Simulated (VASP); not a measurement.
Here is a VASP 6.6.1 calculation.

INCAR

```
SYSTEM = WS2
PREC     = Accurate       ! precision mode
ENCUT    = 500            ! plane-wave cutoff, eV
EDIFF    = 1E-7           ! SCF threshold, eV
ISMEAR   = 0              ! smearing method
SIGMA    = 0.02           ! smearing width, eV
LREAL    = .False.        ! projectors in reciprocal space
LASPH    = .True.         ! aspherical terms in the spheres
NELM     = 120            ! most SCF steps
ALGO     = Normal         ! electronic algorithm
ISIF     = 3              ! what is computed and relaxed
LWAVE    = .False.        ! write WAVECAR
LCHARG   = .False.        ! write CHGCAR
GGA      = PS             ! functional
IBRION   = 2              ! ionic algorithm
NSW      = 80             ! ionic steps
EDIFFG   = -0.015         ! ionic threshold
GGA_COMPAT= .False.      
NELMIN   = 4
```

KPOINTS

```
regular mesh
0
Gamma
  6 6 4
  0 0 0
```

File POSCAR:

```
WS2
1.0
    0.0000000000     -5.4512464237      0.0000000000
    4.7209178852     -2.7256232119      0.0000000000
    0.0000000000     -1.8170821412      6.3849829422
W S
3 6
Direct
    0.6659949041      0.6666666667      0.0020152877
    0.3326615708      0.3333333333      0.0020152877
    0.9993282374      1.0000000000      0.0020152877
    0.2508537503      0.6666666667      0.2474387490
    0.9175204170      0.3333333333      0.2474387490
    0.5841870837      1.0000000000      0.2474387490
    0.4144513456      0.6666666667      0.7566459633
    0.0811180122      0.3333333333      0.7566459633
    0.7477846789      0.0000000000      0.7566459633
```

Potentials or basis: VASP PAW PBE potentials, release 64 (W_sv, S).

Command:

```console
$ cat potpaw_PBE.64/W_sv/POTCAR potpaw_PBE.64/S/POTCAR > POTCAR
$ mpirun -np 1 vasp_std > vasp.out
```

Task: Predict the space group after relaxing (to 0.1 Å).

Result: R3m (No. 160).

Task: What does it give for the relaxed cell?

Result: a = 5.452 Å, b = 5.452 Å, c = 6.640 Å, α = 82.13°, β = 74.11°, γ = 60.00°.

Task: What does it give for the relaxed volume?

Result: 18.27 Å³/atom.

Task: Estimate the band gap on the k mesh.

Result: 1.17 eV.

Forces in eV/Å, atoms in the order of the input:
```
W    0.000  0.000  0.000
W    0.000  0.000  0.000
W    0.000  0.000  0.000
S    0.000  0.000  0.006
S    0.000  0.000  0.006
S    0.000  0.000  0.006
S    0.000  0.000 -0.006
S    0.000  0.000 -0.006
S    0.000  0.000 -0.006
```

Caveat: the PAW data sets were made with another functional, which shifts forces and pressure a little; spin-orbit coupling is left out, which moves the levels of the heavy elements; this functional lacks dispersion, which binds layers or chains, so the pressure and a relaxed spacing across them are unreliable. A k mesh can miss the band edges.
